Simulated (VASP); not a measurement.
# GdO: single point with PBE+U

GdO:

```
CELL_PARAMETERS angstrom
0.00000 2.70000 2.70000
2.70000 0.00000 2.70000
2.70000 2.70000 0.00000
ATOMIC_POSITIONS crystal
Gd 0.00000 0.00000 0.00000
O 0.75000 0.75000 0.75000
```

- Program: VASP 6.6.1
- Task: single point
- Functional: PBE
- Potentials or basis: VASP PAW PBE potentials, release 64 (Gd, O)
- Cutoff: 520 eV
- k mesh: 9 × 9 × 9
- Occupations: fermi-dirac, width 0.05 eV
- Spin: collinear spin, ferromagnetic start
- Starting moments: [7.0, 0.0] μB
- Hubbard terms: Gd f U = 2.0 eV
- Dipole correction: no
- Further INCAR settings: ALGO = Normal; EDIFF = 1e-06; NBANDS = 23

```json
{
  "Pressure": "-0.5 GPa",
  "Net moment": "7.84 μB per cell",
  "Site moments": "Gd +7.02; O +0.01 μB",
  "Valence electrons inside the program's atomic spheres": "Gd 15.17; O 5.00"
}
```

Levels at points of the mesh, in eV from the Fermi level:
Spin up:
```tsv
k point	band 12	band 13	band 14	band 15	band 16	band 17	band 18	band 19	band 20	band 21
(0.00, 0.00, 0.00)	-6.40	-5.49	-5.49	-5.49	-2.39	2.43	2.43	4.35	4.35	4.35
```
Spin down:
```tsv
k point	band 6	band 7	band 8	band 9	band 10	band 11
(0.00, 0.00, 0.00)	-5.54	-5.54	-5.54	-1.26	0.88	0.88
```

Eigenvalues of the final occupation matrices:
```tsv
site	spin	trace	eigenvalues
site 1 f	1	6.94	0.99 0.99 0.99 0.99 0.99 0.99 1.00
site 1 f	2	0.06	0.00 0.00 0.00 0.01 0.01 0.01 0.03
```

It took 59 s on 1 thread of Intel(R) Xeon(R) 6975P-C (Granite Rapids), on a shared host, peak memory 0.21 GiB.

Caveat: spin-orbit coupling is left out, which moves the levels of the heavy elements; a cell with one magnetic atom can't hold antiferromagnetic order, which such compounds often take. The state reached can hang on the start; a lower one may exist.
